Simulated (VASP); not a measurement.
# BAs (F-43m) in VASP: a series of runs

Aim: see how the results for BAs move with the level of theory and the settings. Levels: PBE, PBE+D4, BLYP. Tasks: single point.

All numbers are computed with VASP 6.6.1; they aren't measurements. Logs are shortened: lines on timing, memory, paths and dates and some standing lists are left out, and cuts for length are marked.

### Step 1. The cell of the first run

Symmetry: F-43m, No. 216, cubic system. The conventional cell has a = 4.819 Å, b = 4.819 Å, c = 4.819 Å, α = 90.00°, β = 90.00°, γ = 90.00°. B (site symmetry -43m) has 4 As at 2.09 Å within 2.8 Å. Within 2.8 Å of As (site symmetry -43m) lie 4 B at 2.09 Å.

### Step 2. Single point, PBE

INCAR

```
ALGO     = Normal         # electronic algorithm
EDIFF    = 1E-7           # SCF threshold, eV
ENCUT    = 520            # plane-wave cutoff, eV
GGA      = PE             # functional
ISIF     = 2              # what is computed and relaxed
ISMEAR   = 0              # smearing method
LASPH    = True           # aspherical terms in the spheres
LCHARG   = False          # write CHGCAR
LREAL    = False          # projectors in reciprocal space
LWAVE    = False          # write WAVECAR
NBANDS   = 11             # bands
NELM     = 100            # most SCF steps
PREC     = Accurate       # precision mode
SIGMA    = 0.1            # smearing width, eV
```

KPOINTS

```
k-points
0
Gamma
  4 4 4
```

POSCAR

```
BAs
1.0
    0.0000000000      2.4096270000      2.4096270000
    2.4096270000      0.0000000000      2.4096270000
    2.4096270000      2.4096270000      0.0000000000
B As
1 1
Direct
    0.2500000000      0.2500000000      0.2500000000
    0.0000000000      0.0000000000      0.0000000000
```

Potentials or basis: VASP PAW PBE potentials, release 64 (B, As).

Started as:

```
$ cat potpaw_PBE.64/B/POTCAR potpaw_PBE.64/As/POTCAR > POTCAR
$ mpirun -np 1 vasp_std > vasp.out
```

OUTCAR:

```text
EDIFF = 1E-7
   ENCUT = 520
   GGA = PE
   ISIF = 2
   ISMEAR = 0
   LASPH = True
   LREAL = False
   NELM = 100
   PREC = Accurate

 ion  position               nearest neighbor table
   1  0.250  0.250  0.250-   2 2.09   2 2.09   2 2.09   2 2.09
   2  0.000  0.000  0.000-   1 2.09   1 2.09   1 2.09   1 2.09

  LATTYP: Found a face centered cubic cell.
 ALAT       =     4.8192540000

  Lattice vectors:

 A1 = (   0.0000000000,   2.4096270000,   2.4096270000)
 A2 = (   2.4096270000,   0.0000000000,   2.4096270000)
 A3 = (   2.4096270000,   2.4096270000,   0.0000000000)

Analysis of symmetry for initial positions (statically):
=====================================================================
 Subroutine PRICEL returns:
 Original cell was already a primitive cell.

 Routine SETGRP: Setting up the symmetry group for a
 face centered cubic supercell.

 Subroutine GETGRP returns: Found 24 space group operations
 (whereof 24 operations were pure point group operations)
 out of a pool of 48 trial point group operations.

The static configuration has the point symmetry T_d .

Analysis of symmetry for dynamics (positions and initial velocities):
=====================================================================
 Subroutine PRICEL returns:
 Original cell was already a primitive cell.

 Routine SETGRP: Setting up the symmetry group for a
 face centered cubic supercell.

 Subroutine GETGRP returns: Found 24 space group operations
 (whereof 24 operations were pure point group operations)
 out of a pool of 48 trial point group operations.

The dynamic configuration has the point symmetry T_d .

 Subroutine INISYM returns: Found 24 space group operations
 (whereof 24 operations are pure point group operations),
 and found     1 'primitive' translations

----------------------------------------------------------------------------------------

                                     Primitive cell

  volume of cell :      27.9820

  direct lattice vectors                    reciprocal lattice vectors
     0.000000000  2.409627000  2.409627000    -0.207500995  0.207500995  0.207500995
     2.409627000  0.000000000  2.409627000     0.207500995 -0.207500995  0.207500995
     2.409627000  2.409627000  0.000000000     0.207500995  0.207500995 -0.207500995

  length of vectors
     3.407727184  3.407727184  3.407727184     0.359402266  0.359402266  0.359402266

  position of ions in fractional coordinates (direct lattice)
     0.250000000  0.250000000  0.250000000
     0.000000000  0.000000000  0.000000000

  ion indices of the primitive-cell ions
   primitive index   ion index
                 1           1
                 2           2

----------------------------------------------------------------------------------------

 KPOINTS: k-points

Automatic generation of k-mesh.
 Grid dimensions read from file:
 generate k-points for:    4    4    4

 Generating k-lattice:

  Cartesian coordinates                     Fractional coordinates (reciprocal lattice)
    -0.051875249  0.051875249  0.051875249     0.250000000  0.000000000  0.000000000
     0.051875249 -0.051875249  0.051875249     0.000000000  0.250000000  0.000000000
     0.051875249  0.051875249 -0.051875249     0.000000000  0.000000000  0.250000000

  Length of vectors
     0.089850566  0.089850566  0.089850566

  Shift w.r.t. Gamma in fractional coordinates (k-lattice)
     0.000000000  0.000000000  0.000000000

 Subroutine IBZKPT returns following result:
 ===========================================

 Found      8 irreducible k-points:

 Following reciprocal coordinates:
            Coordinates               Weight
  0.000000  0.000000  0.000000      1.000000
  0.250000  0.000000  0.000000      8.000000
  0.500000  0.000000  0.000000      4.000000
  0.250000  0.250000  0.000000      6.000000
  0.500000  0.250000  0.000000     24.000000
 -0.250000  0.250000  0.000000     12.000000
  0.500000  0.500000  0.000000      3.000000
 -0.250000  0.500000  0.250000      6.000000
   k-points           NKPTS =      8   k-points in BZ     NKDIM =      8   number of bands    NBANDS=     11
   number of dos      NEDOS =    301   number of ions     NIONS =      2
   total plane-waves  NPLWV =  21952
   dimension x,y,z NGX =    28 NGY =   28 NGZ =   28
   dimension x,y,z NGXF=    56 NGYF=   56 NGZF=   56
   ions per type =               1   1
   NGX,Y,Z   is equivalent  to a cutoff of  13.66, 13.66, 13.66 a.u.
   NGXF,Y,Z  is equivalent  to a cutoff of  27.32, 27.32, 27.32 a.u.
 SYSTEM =  unknown system
   PREC   = accura    normal or accurate (medium, high low for compatibility)
   ISTART =      0    job   : 0-new  1-cont  2-samecut
   ICHARG =      2    charge: 1-file 2-atom 10-const
   ISPIN  =      1    spin polarized calculation?
   LNONCOLLINEAR =      F non collinear calculations
   LSORBIT =      F    spin-orbit coupling
   LASPH  =      T    aspherical Exc in radial PAW
   ENCUT  =  520.0 eV  38.22 Ry    6.18 a.u.   6.34  6.34  6.34*2*pi/ulx,y,z
   NELM   =    100;   NELMIN=  2; NELMDL= -5     # of ELM steps
   EDIFF  = 0.1E-06   stopping-criterion for ELM
   LREAL  =      F    real-space projection
   EDIFFG = 0.1E-05   stopping-criterion for IOM
   NSW    =      0    number of steps for IOM
   IBRION =     -1    ionic relax: 0-MD 1-quasi-New 2-CG
   NFREE  =      0    steps in history (QN), initial steepest desc. (CG)
   ISIF   =      2    stress and relaxation
   ISYM   =      2    0-nonsym 1-usesym 2-fastsym
   POTIM  = 0.5000    time-step for ionic-motion
   TEBEG  =    0.0;   TEEND  =   0.0 temperature during run
   PSTRESS=    0.0 pullay stress
   NELECT =       8.0000    total number of electrons
   NUPDOWN=      -1.0000    fix difference up-down
   EMIN   =  10.00;   EMAX   =-10.00  energy-range for DOS
   EFERMI =   0.00;   METHOD = LEGACY
   ISMEAR =     0;   SIGMA  =   0.10  broadening in eV -4-tet -1-fermi 0-gaus
   EFERMI_NEDOS =   21; number of points for ismear=-14 and -15
   IALGO  =     38    algorithm
   IMIX   =      4    mixing-type and parameters
     AMIX     =   0.40;   BMIX     =  1.00
     AMIX_MAG =   1.60;   BMIX_MAG =  1.00
  volume/ion in A,a.u.               =      13.99        94.42
  Fermi-wavevector in a.u.,A,eV,Ry     =   1.078479  2.038030 15.825165  1.163117
  Thomas-Fermi vector in A             =   2.214419
   LORBIT       =      0    0 simple, 1 ext, 2 COOP (PROOUT), +10 PAW based schemes
   GGA     = PE    functional components
   LHFCALC =     F    Hartree Fock is set to
   AEXX    =    0.0000 exact exchange contribution
   IVDW    =     0    specifies the selected vdW correction
   LEPSILON=     F    determine dielectric tensor
   LRPA    =     F    only Hartree local field effects (RPA)
 non-spin polarized calculation
 Gauss-broadening in eV      SIGMA  =   0.10
  energy-cutoff  :      520.00
  volume of cell :       27.98
 maximum number of plane-waves:       769
 NGX is ok and might be reduce to    28
   NGX = 13   NGY = 13   NGZ = 13

 number of electron       8.0000000 magnetization

 Free energy of the ion-electron system (eV)
  ---------------------------------------------------
  ext. energy  EPLUGINS =         0.00000000
  ---------------------------------------------------
  free energy    TOTEN  =       -11.23766436 eV

  energy without entropy =      -11.23766436  energy(sigma->0) =      -11.23766436

 E-fermi :   6.3598     XC(G=0): -10.4483

 val. band max:        5.8771015930   @ k =   0.0000   0.0000   0.0000
 cond. band min:       7.3211952627   @ k =   0.5000   0.5000   0.0000
 fundamental gap:      1.4440936698
 Fermi energy:         6.3598312700

 k-point     1 :       0.0000    0.0000    0.0000
  band No.  band energies     occupation
      1      -9.2969      2.00000
      2       5.8771      2.00000
      3       5.8771      2.00000
      4       5.8771      2.00000
      5       9.1050      0.00000
      6       9.1050      0.00000
      7       9.1050      0.00000
      8      10.2340      0.00000
      9      15.3299      0.00000
     10      18.6965      0.00000
     11      18.6965      0.00000

 k-point     2 :       0.2500    0.0000    0.0000
  band No.  band energies     occupation
      1      -8.3206      2.00000
      2       1.0126      2.00000
      3       4.7548      2.00000
      4       4.7548      2.00000
      5       8.7992      0.00000
      6      10.4571      0.00000
      7      10.4571      0.00000
      8      13.5890      0.00000
      9      17.0134      0.00000
     10      17.0134      0.00000
     11      17.0243      0.00000

 k-point     3 :       0.5000    0.0000    0.0000
  band No.  band energies     occupation
      1      -6.5185      2.00000
      2      -2.7318      2.00000
      3       4.0959      2.00000
      4       4.0959      2.00000
      5       8.4119      0.00000
      6      10.6092      0.00000
      7      10.6092      0.00000
      8      14.6803      0.00000
      9      18.4047      0.00000
     10      20.2386      0.00000
     11      20.2386      0.00000

 k-point     4 :       0.2500    0.2500    0.0000
  band No.  band energies     occupation
      1      -7.9840      2.00000
      2       1.7871      2.00000
      3       3.2408      2.00000
      4       3.2408      2.00000
      5       7.5306      0.00000
      6      10.3280      0.00000
      7      13.1233      0.00000
      8      13.1233      0.00000
      9      15.9403      0.00000
     10      19.4486      0.00000
     11      20.1652      0.00000

 k-point     5 :       0.5000    0.2500    0.0000
  band No.  band energies     occupation
      1      -6.1171      2.00000
      2      -1.7196      2.00000
      3       1.2463      2.00000
      4       2.7776      2.00000
      5       8.2527      0.00000
      6      11.6281      0.00000
      7      13.3861      0.00000
      8      13.6512      0.00000
      9      17.6816      0.00000
     10      20.6786      0.00000
     11      21.3143      0.00000

 k-point     6 :      -0.2500    0.2500    0.0000
  band No.  band energies     occupation
      1      -6.8471      2.00000
      2      -0.6808      2.00000
      3       0.9108      2.00000
      4       3.9551      2.00000
      5       9.3233      0.00000
      6      11.8850      0.00000
      7      12.7129      0.00000
      8      13.1067      0.00000
      9      16.1661      0.00000
     10      17.8304      0.00000
     11      21.2113      0.00000

 k-point     7 :       0.5000    0.5000    0.0000
  band No.  band energies     occupation
      1      -5.2428      2.00000
      2      -2.5141      2.00000
      3       1.8968      2.00000
      4       1.8968      2.00000
      5       7.3212      0.00000
      6       7.3294      0.00000
      7      16.9907      0.00000
      8      16.9907      0.00000
      9      18.5159      0.00000
     10      22.7238      0.00000
     11      23.4499      0.00000

 k-point     8 :      -0.2500    0.5000    0.2500
  band No.  band energies     occupation
      1      -5.0938      2.00000
      2      -2.0721      2.00000
      3       0.5337      2.00000
      4       0.8228      2.00000
      5      11.1071      0.00000
      6      11.6669      0.00000
      7      12.6057      0.00000
      8      12.7340      0.00000
      9      17.9410      0.00000
     10      21.0802      0.00000
     11      21.3616      0.00000

------------------------ aborting loop because EDIFF is reached ----------------------------------------

  FORCE on cell =-STRESS in cart. coord.  units (eV):
  Direction    XX          YY          ZZ          XY          YZ          ZX
  --------------------------------------------------------------------------------------
  -------------------------------------------------------------------------------------
  Total        0.0564306      0.0564306      0.0564306     -0.0000000     -0.0000000      0.0000000
  in kB        3.2310670      3.2310670      3.2310670     -0.0000000     -0.0000000      0.0000000
  external PRESSURE =       3.2310670 kB  Pullay stress =       0.0000000 kB

 VOLUME and BASIS-vectors are now :
 -----------------------------------------------------------------------------
  energy-cutoff  :      520.00
  volume of cell :       27.98
      direct lattice vectors                 reciprocal lattice vectors
     0.000000000  2.409627000  2.409627000    -0.207500995  0.207500995  0.207500995
     2.409627000  0.000000000  2.409627000     0.207500995 -0.207500995  0.207500995
     2.409627000  2.409627000  0.000000000     0.207500995  0.207500995 -0.207500995

 POSITION                                       TOTAL-FORCE (eV/Angst)
 -----------------------------------------------------------------------------------
      1.20481      1.20481      1.20481         0.000000      0.000000      0.000000
      0.00000      0.00000      0.00000        -0.000000     -0.000000     -0.000000
 -----------------------------------------------------------------------------------
    total drift:                                0.000000      0.000000      0.000000

  FREE ENERGIE OF THE ION-ELECTRON SYSTEM (eV)
  ---------------------------------------------------
  free  energy   TOTEN  =       -11.2376643561 eV

  energy  without entropy=      -11.2376643561  energy(sigma->0) =      -11.23766436
```

Run time: 8.5 s. Hardware: 1 thread of AMD EPYC 7R13, shared host; peak memory 0.12 GiB.

Results:

- Free energy: -11.2377 eV
- Pressure: 0.3 GPa
- Band gap on the k mesh: 1.44 eV, indirect (least direct gap 3.23 eV)

Levels at points of the mesh, in eV from the valence-band top:
```csv
k point,band 1,band 2,band 3,band 4,band 5,band 6,band 7,band 8,band 9
"(0.00, 0.00, 0.00)",-15.17,0.00,0.00,0.00,3.23,3.23,3.23,4.36,9.45
"(0.50, 0.00, 0.00)",-12.40,-8.61,-1.78,-1.78,2.53,4.73,4.73,8.80,12.53
"(0.50, 0.50, 0.00)",-11.12,-8.39,-3.98,-3.98,1.44,1.45,11.11,11.11,12.64
```

Caveat: the k points lie up to 0.56 Å⁻¹ apart. A k mesh can miss the band edges.

### Step 3. Single point, PBE

This run uses another cell than the first one, of 16.37 Å³/atom, 1.170 times its volume.

INCAR

```
SYSTEM = BAs
ALGO = Normal
EDIFF = 1E-6
ENCUT = 520
GGA = PE
ISIF = 2
ISMEAR = 0
LASPH = .True.
LCHARG = .False.
LREAL = .False.
LWAVE = .False.
NBANDS = 11
NELM = 80
PREC = Accurate
SIGMA = 0.1
```

KPOINTS

```
k-points
0
Gamma
  4 4 4
  0 0 0
```

POSCAR

```
BAs
1.0
    0.0000000000      2.5390920251      2.5390920251
    2.5390920251      0.0000000000      2.5390920251
    2.5390920251      2.5390920251      0.0000000000
B As
1 1
Direct
    0.2500000000      0.2500000000      0.2500000000
    0.0000000000      0.0000000000      0.0000000000
```

Potentials or basis: VASP PAW PBE potentials, release 64 (B, As).

Started as:

```
$ cat potpaw_PBE.64/B/POTCAR potpaw_PBE.64/As/POTCAR > POTCAR
$ mpirun -np 1 vasp_std > vasp.out
```

Run time: 6.7 s. Hardware: 1 thread of AMD EPYC 7R13, shared host; peak memory 0.12 GiB.

Results (log left out):

| Property | Result |
| --- | --- |
| Free energy | -10.9919 eV |
| Pressure | -14.7 GPa |
| Band gap on the k mesh | 1.58 eV, indirect (least direct gap 2.51 eV) |

Levels at points of the mesh, in eV from the valence-band top:
| k point | band 2 | band 3 | band 4 | band 5 | band 6 | band 7 |
| --- | --- | --- | --- | --- | --- | --- |
| (0.00, 0.00, 0.00) | 0.00 | 0.00 | 0.00 | 2.51 | 3.05 | 3.05 |
| (0.50, 0.00, 0.00) | -7.57 | -1.52 | -1.52 | 1.71 | 4.53 | 4.53 |
| (0.50, 0.50, 0.00) | -7.59 | -3.37 | -3.37 | 1.58 | 1.60 | 9.70 |

Caveat: the k points lie up to 0.54 Å⁻¹ apart. A k mesh can miss the band edges.

### Step 4. Single point, PBE+D4

This run uses another cell than the first one, of 12.55 Å³/atom, 0.897 times its volume.

INCAR

```
SYSTEM = BAs
ALGO = Normal
EDIFF = 1E-6
ENCUT = 520
GGA = PE
ISIF = 2
ISMEAR = -5
ISYM = 0
IVDW = 13
LASPH = .TRUE.
LCHARG = .FALSE.
LREAL = .FALSE.
LWAVE = .FALSE.
NBANDS = 11
NELM = 60
PREC = Accurate
SIGMA = 0.1
```

KPOINTS

```
Automatic mesh
0
Gamma
  3 3 2
  0.25 0.25 0.25
```

POSCAR

```
BAs
1.0
    0.0000000000      2.3238814460      2.3238814460
    2.3238814460      0.0000000000      2.3238814460
    2.3238814460      2.3238814460      0.0000000000
B As
1 1
Direct
    0.2500000000      0.2500000000      0.2500000000
    0.0000000000      0.0000000000      0.0000000000
```

Started as:

```
$ cat potpaw_PBE.64/B/POTCAR potpaw_PBE.64/As/POTCAR > POTCAR
$ mpirun -np 1 vasp_std > vasp.out
```

Run time: 12 s. Hardware: 1 thread of AMD EPYC 7R13, shared host; peak memory 0.11 GiB.

The run converged, but its numbers aren't listed here, since they failed a check.

Caveat: the k points lie up to 1.17 Å⁻¹ apart.

### Step 5. Single point, BLYP

INCAR

```
SYSTEM = BAs
AGGAC = 1.0
AGGAX = 1.0
ALDAC = 0.0
ALDAX = 1.0
ALGO = Normal
EDIFF = 1E-6
ENCUT = 520
GGA = B5
ISIF = 2
ISMEAR = 0
LASPH = .TRUE.
LCHARG = .FALSE.
LREAL = .FALSE.
LWAVE = .FALSE.
NBANDS = 11
NELM = 60
PREC = Accurate
SIGMA = 0.1
```

KPOINTS

```
k-points
0
G
  6 6 6
  0 0 0
```

POSCAR

```
BAs
1.0
    0.0000000000      2.4096270000      2.4096270000
    2.4096270000      0.0000000000      2.4096270000
    2.4096270000      2.4096270000      0.0000000000
B As
1 1
Direct
    0.2500000000      0.2500000000      0.2500000000
    0.0000000000      0.0000000000      0.0000000000
```

Started as:

```
$ cat potpaw_PBE.64/B/POTCAR potpaw_PBE.64/As/POTCAR > POTCAR
$ mpirun -np 1 vasp_std > vasp.out
```

Wall time 25 s (1 thread of AMD EPYC 7R13, shared host); peak memory 0.12 GiB.

It converged, with:

```
Free energy            : -10.0374 eV
Pressure               : 4.9 GPa
Band gap on the k mesh : 1.50 eV, indirect (least direct gap 3.33 eV)
```

Levels at points of the mesh, in eV from the valence-band top:
```csv
k point,band 1,band 2,band 3,band 4,band 5,band 6,band 7,band 8,band 9
"(0.00, 0.00, 0.00)",-15.07,0.00,0.00,0.00,3.33,3.33,3.33,4.34,9.83
"(0.50, 0.00, 0.00)",-12.35,-8.45,-1.75,-1.75,2.63,4.89,4.89,9.04,12.71
"(0.50, 0.50, 0.00)",-11.10,-8.27,-3.90,-3.90,1.69,1.71,11.05,11.05,12.64
```

Caveat: the PAW data sets were made with another functional, which shifts forces and pressure a little. A k mesh can miss the band edges.

### Step 6. Overview

```csv
level,cell,k mesh,gap on the mesh (eV),pressure (GPa)
PBE,"a = 3.408 Å, angles 60.0°, 2 atoms",4 × 4 × 4,1.44,0.3
PBE,"a = 3.591 Å, angles 60.0°, 2 atoms",4 × 4 × 4,1.58,-14.7
BLYP,"a = 3.408 Å, angles 60.0°, 2 atoms",6 × 6 × 6,1.50,4.9
```

Alike in all rows: task single point; potentials or basis VASP PAW PBE potentials, release 64 (B, As); no spin polarisation; cutoff (eV) 520; smearing gaussian 0.1 eV.

Caveats: some runs use coarse meshes; the PAW data sets were made with another functional, which shifts forces and pressure a little (some runs).

Total energies depend on the potentials used, so only differences within one code and one set of settings carry meaning.
